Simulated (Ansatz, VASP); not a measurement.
CdS: VASP beside Ansatz

```
Cd S
1.0
     0.00000    2.32553    2.32553
     2.32553    0.00000    2.32553
     2.32553    2.32553    0.00000
Cd S
1 1
Direct
  0.00000 0.00000 0.00000
  0.50000 0.50000 0.50000
```

Change from the starting cell: volume scaled by 0.64, PAW files.

Alike in both runs: task single point; functional PBEsol; k mesh 13 × 13 × 13; occupations fermi-dirac, width 0.08 eV; no spin polarisation.

```csv
,VASP,Ansatz
version,VASP 6.6.1,Ansatz 0.2.0
potentials or method,"VASP PAW PBE potentials, release 64 (Cd, S)","PAW with Ansatz's default frozen-core files, scalar-relativistic"
plane-wave cutoff (eV),520,420
valence electrons in the cell,18,26
```

Ansatz gave:

* pressure (GPa): 106.0

Question: What did VASP give for the same quantities?

Answer: Pressure (GPa): 110.3.

VASP's potentials were made for PBE, not for PBEsol. Both programs put the cell under a high pressure, so it lies far from rest at this level. The functional is the same, so the differences come from potentials, cutoffs and numerics. VASP's potentials hold 18 valence electrons a cell and Ansatz's 26, so a difference there can come from the potentials and not from the codes.

Noted on VASP's run: the cell as given lies far from equilibrium.
